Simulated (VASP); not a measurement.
A run of VASP 6.6.1:

File POSCAR:

```
Ge
1.0
    3.9976152111      0.0000000000      0.0000000000
   -1.9988076055      3.4620363274      0.0000000000
    0.0000000000      0.0000000000      6.5268913202
Ge
4
Direct
    0.3333333333      0.6666666667     -0.0002523663
    0.6666666667      0.3333333333      0.4997476337
    0.3333333333      0.6666666667      0.3752523663
    0.6666666667      0.3333333333      0.8752523663
```

Contents of INCAR.step1:

```
SYSTEM = Ge
ALGO     = Normal         ! electronic algorithm
EDIFF    = 1E-4           ! SCF threshold, eV
ENCUT    = 520            ! plane-wave cutoff, eV
GGA      = PE             ! functional
ISMEAR   = -1             ! smearing method
LASPH    = .True.         ! aspherical terms in the spheres
LCHARG   = .False.        ! write CHGCAR
LREAL    = .False.        ! projectors in reciprocal space
LWAVE    = .True.         ! write WAVECAR
NBANDS   = 36             ! bands
NELM     = 80             ! most SCF steps
PREC     = Accurate       ! precision mode
SIGMA    = 0.02           ! smearing width, eV
```

The input INCAR.step2:

```
SYSTEM = Ge
ALGO     = Normal         ! electronic algorithm
EDIFF    = 1E-6           ! SCF threshold, eV
ENCUT    = 520            ! plane-wave cutoff, eV
ISIF     = 2              ! what is computed and relaxed
ISMEAR   = -1             ! smearing method
ISTART   = 1            
LASPH    = .True.         ! aspherical terms in the spheres
LCHARG   = .False.        ! write CHGCAR
LMIXTAU  = .True.       
LREAL    = .False.        ! projectors in reciprocal space
LWAVE    = .False.        ! write WAVECAR
METAGGA  = R2SCAN         ! meta-GGA
NBANDS   = 36             ! bands
NELM     = 80             ! most SCF steps
PREC     = Accurate       ! precision mode
SIGMA    = 0.02           ! smearing width, eV
```

File KPOINTS:

```
k-points
0
Gamma
  12 12 4
  0 0 0
```

Potentials or basis: VASP PAW PBE potentials, release 64 (Ge_d).

Command:

```bash
$ cat potpaw_PBE.64/Ge_d/POTCAR > POTCAR
$ cp INCAR.step1 INCAR
$ mpirun -np 1 vasp_std > vasp.out
$ cp INCAR.step2 INCAR
$ mpirun -np 1 vasp_std > vasp.out
```

Hardware: 1 thread of Intel Xeon 6975P-C (shared host).

**Question.** How long does it take, and how much memory?

**Answer.** Wall time 8.6 min on 1 thread of Intel Xeon 6975P-C, with other jobs on the host, peak memory 0.29 GiB. Counts: k points 57.
